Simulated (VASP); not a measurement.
# TaSi2 (P6_422) in VASP: further runs

The runs below take TaSi2 through single point, with r2SCAN.

All numbers are computed with VASP 6.6.1; they aren't measurements. Logs are shortened: lines on timing, memory, paths and dates and some standing lists are left out, and cuts for length are marked.

## 1. The cell of the first run

Symmetry: P6_422, No. 181, hexagonal system. The conventional cell has a = 4.541 Å, b = 4.541 Å, c = 6.555 Å, α = 90.00°, β = 90.00°, γ = 120.00°. Within 3.4 Å of Ta (site symmetry 222) lie 10 Si at 2.57 to 2.69 Å and 4 Ta at 3.15 Å. Si (site symmetry 2) has 9 Si at 2.49 to 3.23 Å and 5 Ta at 2.57 to 2.69 Å within 3.3 Å.

## 2. Single point, r2SCAN (strain -0.050 along x and y, +0.000 along z)

POSCAR

```
TaSi2
1.0
    4.5409691634      0.0000000000      0.0000000000
   -2.2704845817      3.9325946533      0.0000000000
    0.0000000000      0.0000000000      6.5547553952
Ta Si
3 6
Direct
    0.5000000000      0.0000000000      0.0000000000
    0.5000000000      0.5000000000      0.6666666667
    0.0000000000      0.5000000000      0.3333333333
    0.1582725695      0.3165451391      0.0000000000
    0.8417274305      0.1582725695      0.6666666667
    0.6834548609      0.8417274305      0.3333333333
    0.8417274305      0.6834548609      0.0000000000
    0.1582725695      0.8417274305      0.6666666667
    0.3165451391      0.1582725695      0.3333333333
```

INCAR.step1

```
SYSTEM = TaSi2
PREC = Accurate ; ENCUT = 550
ISMEAR = 0 ; SIGMA = 0.15
LREAL = .FALSE. ; LASPH = .TRUE.
NELM = 120 ; NBANDS = 38
GGA = PE ; ALGO = Normal
EDIFF = 1E-5 ; LWAVE = .TRUE.
LCHARG = .FALSE. ; GGA_COMPAT = .FALSE.
```

INCAR.step2

```
SYSTEM = TaSi2
PREC = Accurate ; ENCUT = 550
EDIFF = 1E-6 ; ISMEAR = 0
SIGMA = 0.15 ; LREAL = .FALSE.
LASPH = .TRUE. ; NELM = 120
ALGO = Normal ; ISIF = 2
LWAVE = .FALSE. ; LCHARG = .TRUE.
METAGGA = R2SCAN ; LMIXTAU = .TRUE.
LELF = .TRUE. ; LVHAR = .TRUE.
NBANDS = 38 ; ISTART = 1
GGA_COMPAT = .FALSE.
```

KPOINTS

```
Automatic mesh
0
G
  12 12 6
  0 0 0
```

Potentials or basis: VASP PAW PBE potentials, release 64 (Ta_pv, Si).

Started as:

```console
cat potpaw_PBE.64/Ta_pv/POTCAR potpaw_PBE.64/Si/POTCAR > POTCAR
cp INCAR.step1 INCAR
mpirun -np 1 vasp_std > vasp.out
cp INCAR.step2 INCAR
mpirun -np 1 vasp_std > vasp.out
```

OUTCAR:

```text
SYSTEM = TaSi2
   PREC = Accurate
   ENCUT = 550
   EDIFF = 1E-6
   ISMEAR = 0
   LREAL = .FALSE.
   LASPH = .TRUE.
   NELM = 120
   ISIF = 2
   METAGGA = R2SCAN
   ISTART = 1

 ion  position               nearest neighbor table
   1  0.500  0.000  0.000-   6 2.57   9 2.57   8 2.57   5 2.57   4 2.59   7 2.59   7 2.59   4 2.59
                             4 2.69   7 2.69   2 3.15   2 3.15   3 3.15   3 3.15
   2  0.500  0.500  0.667-   4 2.57   7 2.57   6 2.57   9 2.57   5 2.59   8 2.59   8 2.59   5 2.59
                             8 2.69   5 2.69   1 3.15   1 3.15   3 3.15   3 3.15
   3  0.000  0.500  0.333-   4 2.57   7 2.57   5 2.57   8 2.57   9 2.59   6 2.59   9 2.59   6 2.59
                             6 2.69   9 2.69   1 3.15   1 3.15   2 3.15   2 3.15
   4  0.158  0.317  0.000-   7 2.49   5 2.51   9 2.51   3 2.57   2 2.57   1 2.59   1 2.59   1 2.69
                             7 2.69   7 2.69   8 3.07   6 3.07
   5  0.842  0.158  0.667-   8 2.49   4 2.51   6 2.51   1 2.57   3 2.57   2 2.59   2 2.59   2 2.69
                             8 2.69   8 2.69   7 3.07   9 3.07
   6  0.683  0.842  0.333-   9 2.49   7 2.51   5 2.51   1 2.57   2 2.57   3 2.59   3 2.59   3 2.69
                             9 2.69   9 2.69   4 3.07   8 3.07
   7  0.842  0.683  0.000-   4 2.49   8 2.51   6 2.51   3 2.57   2 2.57   1 2.59   1 2.59   1 2.69
                             4 2.69   4 2.69   5 3.07   9 3.07
   8  0.158  0.842  0.667-   5 2.49   7 2.51   9 2.51   1 2.57   3 2.57   2 2.59   2 2.59   2 2.69
                             5 2.69   5 2.69   4 3.07   6 3.07
   9  0.317  0.158  0.333-   6 2.49   4 2.51   8 2.51   1 2.57   2 2.57   3 2.59   3 2.59   3 2.69
                             6 2.69   6 2.69   7 3.07   5 3.07

  LATTYP: Found a hexagonal cell.
 ALAT       =     4.5409691634
 C/A-ratio  =     1.4434705807

  Lattice vectors:

 A1 = (   4.5409691634,   0.0000000000,   0.0000000000)
 A2 = (  -2.2704845817,   3.9325946533,   0.0000000000)
 A3 = (   0.0000000000,   0.0000000000,   6.5547553952)

Analysis of symmetry for initial positions (statically):
=====================================================================
 Subroutine PRICEL returns:
 Original cell was already a primitive cell.

 Routine SETGRP: Setting up the symmetry group for a
 hexagonal supercell.

 Subroutine GETGRP returns: Found 12 space group operations
 (whereof  4 operations were pure point group operations)
 out of a pool of 24 trial point group operations.

The static configuration has the point symmetry D_2 .
 The point group associated with its full space group is D_6 .

Analysis of symmetry for dynamics (positions and initial velocities):
=====================================================================
 Subroutine PRICEL returns:
 Original cell was already a primitive cell.

 Routine SETGRP: Setting up the symmetry group for a
 hexagonal supercell.

 Subroutine GETGRP returns: Found 12 space group operations
 (whereof  4 operations were pure point group operations)
 out of a pool of 24 trial point group operations.

The dynamic configuration has the point symmetry D_2 .
 The point group associated with its full space group is D_6 .

 Subroutine INISYM returns: Found 12 space group operations
 (whereof  4 operations are pure point group operations),
 and found     1 'primitive' translations

----------------------------------------------------------------------------------------

                                     Primitive cell

  volume of cell :     117.0535

  direct lattice vectors                    reciprocal lattice vectors
     4.540969163  0.000000000  0.000000000     0.220217307  0.127142521  0.000000000
    -2.270484582  3.932594653  0.000000000     0.000000000  0.254285043  0.000000000
     0.000000000  0.000000000  6.554755395     0.000000000  0.000000000  0.152560994

  length of vectors
     4.540969163  4.540969163  6.554755395     0.254285043  0.254285043  0.152560994

  position of ions in fractional coordinates (direct lattice)
     0.500000000  0.000000000  0.000000000
     0.500000000  0.500000000  0.666666667
     0.000000000  0.500000000  0.333333333
     0.158272569  0.316545139  0.000000000
     0.841727431  0.158272569  0.666666667
     0.683454861  0.841727431  0.333333333
     0.841727431  0.683454861  0.000000000
     0.158272569  0.841727431  0.666666667
     0.316545139  0.158272569  0.333333333

  ion indices of the primitive-cell ions
   primitive index   ion index
                 1           1
                 2           2
                 3           3
                 4           4
                 5           5
                 6           6
                 7           7
                 8           8
                 9           9

----------------------------------------------------------------------------------------

 KPOINTS: Automatic mesh

Automatic generation of k-mesh.
 Grid dimensions read from file:
 generate k-points for:   12   12    6

 Generating k-lattice:

  Cartesian coordinates                     Fractional coordinates (reciprocal lattice)
     0.018351442  0.010595210  0.000000000     0.083333333  0.000000000  0.000000000
     0.000000000  0.021190420  0.000000000     0.000000000  0.083333333  0.000000000
     0.000000000  0.000000000  0.025426832     0.000000000  0.000000000  0.166666667

  Length of vectors
     0.021190420  0.021190420  0.025426832

  Shift w.r.t. Gamma in fractional coordinates (k-lattice)
     0.000000000  0.000000000  0.000000000

 Subroutine IBZKPT returns following result:
 ===========================================

 Found     76 irreducible k-points:

 Following reciprocal coordinates:
            Coordinates               Weight
  0.000000  0.000000  0.000000      1.000000
  0.083333  0.000000  0.000000      6.000000
  0.166667  0.000000  0.000000      6.000000
  0.250000  0.000000  0.000000      6.000000
  0.333333 -0.000000  0.000000      6.000000
  0.416667 -0.000000  0.000000      6.000000
[... 16 lines left out ...]
  0.250000  0.000000  0.166667     12.000000
  0.333333 -0.000000  0.166667     12.000000
 [... further k-points ...]
   k-points           NKPTS =     76   k-points in BZ     NKDIM =     76   number of bands    NBANDS=     38
   number of dos      NEDOS =    301   number of ions     NIONS =      9
   total plane-waves  NPLWV =  64800
   dimension x,y,z NGX =    36 NGY =   36 NGZ =   50
   dimension x,y,z NGXF=    72 NGYF=   72 NGZF=  100
   ions per type =               3   6
   NGX,Y,Z   is equivalent  to a cutoff of  13.18, 13.18, 12.68 a.u.
   NGXF,Y,Z  is equivalent  to a cutoff of  26.36, 26.36, 25.36 a.u.
 SYSTEM =  TaSi2
   PREC   = accura    normal or accurate (medium, high low for compatibility)
   ISTART =      1    job   : 0-new  1-cont  2-samecut
   ICHARG =      0    charge: 1-file 2-atom 10-const
   ISPIN  =      1    spin polarized calculation?
   LNONCOLLINEAR =      F non collinear calculations
   LSORBIT =      F    spin-orbit coupling
   LASPH  =      T    aspherical Exc in radial PAW
   ENCUT  =  550.0 eV  40.42 Ry    6.36 a.u.   8.68  8.68 12.53*2*pi/ulx,y,z
   NELM   =    120;   NELMIN=  2; NELMDL=  0     # of ELM steps
   EDIFF  = 0.1E-05   stopping-criterion for ELM
   LREAL  =      F    real-space projection
   EDIFFG = 0.1E-04   stopping-criterion for IOM
   NSW    =      0    number of steps for IOM
   IBRION =     -1    ionic relax: 0-MD 1-quasi-New 2-CG
   NFREE  =      0    steps in history (QN), initial steepest desc. (CG)
   ISIF   =      2    stress and relaxation
   ISYM   =      2    0-nonsym 1-usesym 2-fastsym
   POTIM  = 0.5000    time-step for ionic-motion
   TEBEG  =    0.0;   TEEND  =   0.0 temperature during run
   PSTRESS=    0.0 pullay stress
   NELECT =      57.0000    total number of electrons
   NUPDOWN=      -1.0000    fix difference up-down
   EMIN   =  10.00;   EMAX   =-10.00  energy-range for DOS
   EFERMI =   0.00;   METHOD = LEGACY
   ISMEAR =     0;   SIGMA  =   0.15  broadening in eV -4-tet -1-fermi 0-gaus
   EFERMI_NEDOS =   21; number of points for ismear=-14 and -15
   IALGO  =     38    algorithm
   IMIX   =      4    mixing-type and parameters
     AMIX     =   0.40;   BMIX     =  1.00
     AMIX_MAG =   1.60;   BMIX_MAG =  1.00
  volume/ion in A,a.u.               =      13.01        87.77
  Fermi-wavevector in a.u.,A,eV,Ry     =   1.287968  2.433906 22.570178  1.658861
  Thomas-Fermi vector in A             =   2.419950
   LORBIT       =      0    0 simple, 1 ext, 2 COOP (PROOUT), +10 PAW based schemes
   METAGGA = R2SCAN    functional components
   LHFCALC =     F    Hartree Fock is set to
   AEXX    =    0.0000 exact exchange contribution
   IVDW    =     0    specifies the selected vdW correction
   LEPSILON=     F    determine dielectric tensor
   LRPA    =     F    only Hartree local field effects (RPA)
 non-spin polarized calculation
 Gauss-broadening in eV      SIGMA  =   0.15
  energy-cutoff  :      550.00
  volume of cell :      117.05
 maximum number of plane-waves:      3453
 NGX is ok and might be reduce to    36
   NGX = 17   NGY = 17   NGZ = 25

 number of electron      57.0000000 magnetization

 Free energy of the ion-electron system (eV)
  ---------------------------------------------------
  ext. energy  EPLUGINS =         0.00000000
  ---------------------------------------------------
  free energy    TOTEN  =      -201.32838272 eV

  energy without entropy =     -201.28747819  energy(sigma->0) =     -201.30793045

 E-fermi :  10.5758     XC(G=0): -13.5429

 val. band max:       10.5745179548   @ k =   0.3333  -0.0000   0.0000
 cond. band min:      10.5838881910   @ k =   0.2500   0.1667   0.1667
 fundamental gap:      0.0093702363
 Fermi energy:        10.5758287252

 k-point     1 :       0.0000    0.0000    0.0000
  band No.  band energies     occupation
      1     -24.7706      2.00000
      2     -24.7706      2.00000
      3     -24.7199      2.00000
      4     -24.6631      2.00000
      5     -24.6631      2.00000
      6     -24.5265      2.00000
[... 30 lines left out ...]
     37      15.2677      0.00000
     38      15.5513      0.00000
[... 941 lines left out ...]
     37      15.4017      0.00000
     38      15.7649      0.00000

 [... further k-points ...]

------------------------ aborting loop because EDIFF is reached ----------------------------------------

  FORCE on cell =-STRESS in cart. coord.  units (eV):
  Direction    XX          YY          ZZ          XY          YZ          ZX
  --------------------------------------------------------------------------------------
  -------------------------------------------------------------------------------------
  Total       22.4494996     22.4494996      9.2982755     -0.0000000      0.0000000      0.0000000
  in kB      307.2790991    307.2790991    127.2707971     -0.0000000      0.0000000      0.0000000
  external PRESSURE =     247.2763318 kB  Pullay stress =       0.0000000 kB

 VOLUME and BASIS-vectors are now :
 -----------------------------------------------------------------------------
  energy-cutoff  :      550.00
  volume of cell :      117.05
      direct lattice vectors                 reciprocal lattice vectors
     4.540969163  0.000000000  0.000000000     0.220217307  0.127142521  0.000000000
    -2.270484582  3.932594653  0.000000000     0.000000000  0.254285043  0.000000000
     0.000000000  0.000000000  6.554755395     0.000000000  0.000000000  0.152560994

 POSITION                                       TOTAL-FORCE (eV/Angst)
 -----------------------------------------------------------------------------------
      2.27048      0.00000      0.00000        -0.000000      0.000000      0.000000
      1.13524      1.96630      4.36984        -0.000000      0.000000      0.000000
     -1.13524      1.96630      2.18492        -0.000000     -0.000000      0.000000
     -0.00000      1.24484      0.00000        -0.000000      0.308609      0.000000
      3.46290      0.62242      4.36984        -0.267263      0.154304      0.000000
      1.19242      3.31017      2.18492        -0.267263     -0.154304     -0.000000
      2.27048      2.68775      0.00000         0.000000     -0.308609      0.000000
     -1.19242      3.31017      4.36984         0.267263     -0.154304      0.000000
      1.07807      0.62242      2.18492         0.267263      0.154304     -0.000000
 -----------------------------------------------------------------------------------
    total drift:                               -0.000000     -0.000000     -0.000000

  FREE ENERGIE OF THE ION-ELECTRON SYSTEM (eV)
  ---------------------------------------------------
  free  energy   TOTEN  =      -201.3283827169 eV

  energy  without entropy=     -201.2874781920  energy(sigma->0) =     -201.30793045
```

It took 8.3 min on 1 thread of Intel Xeon 6975P-C (Granite Rapids), shared host; peak memory 0.45 GiB.

What came out:

| Quantity | Value |
| --- | --- |
| Free energy | -201.3284 eV |
| Pressure | 24.7 GPa |
| Largest force | 0.309 eV/Å |
| Band gap on the k mesh | zero (an odd number of electrons rules out a gap without spin polarisation) |

Forces in eV/Å, atoms in the order of the input:
```
Ta   0.000  0.000  0.000
Ta   0.000  0.000  0.000
Ta   0.000  0.000  0.000
Si   0.000  0.309  0.000
Si  -0.267  0.154  0.000
Si  -0.267 -0.154  0.000
Si   0.000 -0.309  0.000
Si   0.267 -0.154  0.000
Si   0.267  0.154  0.000
```

Caveat: the cell differs from its parent crystal (strain -0.050 along x and y, +0.000 along z); the cell stands under pressure; the PAW data sets were made with another functional, which shifts forces and pressure a little; spin-orbit coupling is left out, which moves the levels of the heavy elements.

## 3. Single point, r2SCAN (strain +0.000 along x and y, -0.050 along z)

Changes to POSCAR since step 2:

```diff
@@ -2,5 +2,5 @@
 1.0
-    4.5409691634      0.0000000000      0.0000000000
-   -2.2704845817      3.9325946533      0.0000000000
-    0.0000000000      0.0000000000      6.5547553952
+    4.7799675404      0.0000000000      0.0000000000
+   -2.3899837702      4.1395733193      0.0000000000
+    0.0000000000      0.0000000000      6.2270176254
 Ta Si
```

INCAR.step1

```
PREC = Accurate
ENCUT = 550
ISMEAR = 0
SIGMA = 0.15
LREAL = False
LASPH = True
NELM = 120
NBANDS = 38
GGA = PE
ALGO = Normal
EDIFF = 1E-5
LWAVE = True
LCHARG = False
GGA_COMPAT = False
```

INCAR.step2

```
PREC = Accurate
ENCUT = 550
EDIFF = 1E-6
ISMEAR = 0
SIGMA = 0.15
LREAL = False
LASPH = True
NELM = 120
ALGO = Normal
ISIF = 2
LWAVE = False
LCHARG = True
METAGGA = R2SCAN
LMIXTAU = True
LELF = True
LVHAR = True
NBANDS = 38
ISTART = 1
GGA_COMPAT = False
```

KPOINTS

```
Automatic mesh
0
Gamma
  12 12 6
```

Potentials or basis: VASP PAW PBE potentials, release 64 (Ta_pv, Si).

Started as:

```console
cat potpaw_PBE.64/Ta_pv/POTCAR potpaw_PBE.64/Si/POTCAR > POTCAR
cp INCAR.step1 INCAR
mpirun -np 1 vasp_std > vasp.out
cp INCAR.step2 INCAR
mpirun -np 1 vasp_std > vasp.out
```

It took 14 min on 1 thread of Intel Xeon 6975P-C (Granite Rapids), shared host; peak memory 0.48 GiB.

The run converged. Its results:

| Quantity | Value |
| --- | --- |
| Free energy | -201.8565 eV |
| Pressure | 14.0 GPa |
| Largest force | 0.192 eV/Å |
| Band gap on the k mesh | zero (an odd number of electrons rules out a gap without spin polarisation) |

Forces on the atoms (eV/Å):
```
Ta   0.000  0.000  0.000
Ta   0.000  0.000  0.000
Ta   0.000  0.000  0.000
Si   0.000 -0.192  0.000
Si   0.167 -0.096  0.000
Si   0.167  0.096  0.000
Si   0.000  0.192  0.000
Si  -0.167  0.096  0.000
Si  -0.167 -0.096  0.000
```

Stress tensor (GPa, compression positive):
```
 5.73  0.00  0.00
 0.00  5.73  0.00
 0.00  0.00 30.40
```

Levels at points of the mesh, in eV from the Fermi level:
```tsv
k point	band 26	band 27	band 28	band 29	band 30	band 31	band 32	band 33
(0.00, 0.00, 0.00)	-2.60	-2.24	-2.24	-1.86	1.06	3.13	3.13	3.72
(0.50, 0.00, 0.00)	-1.30	-0.71	-0.25	0.00	0.96	1.33	1.54	2.64
(0.00, 0.00, 0.50)	-2.45	-2.27	-2.27	1.73	1.73	3.30	3.30	3.93
(0.50, 0.00, 0.50)	-2.15	-1.73	-0.79	-0.69	1.62	2.13	2.60	2.71
```

Caveat: the cell differs from its parent crystal (strain +0.000 along x and y, -0.050 along z); the cell stands under pressure; the PAW data sets were made with another functional, which shifts forces and pressure a little; spin-orbit coupling is left out, which moves the levels of the heavy elements.

[end of part 1 of 2]
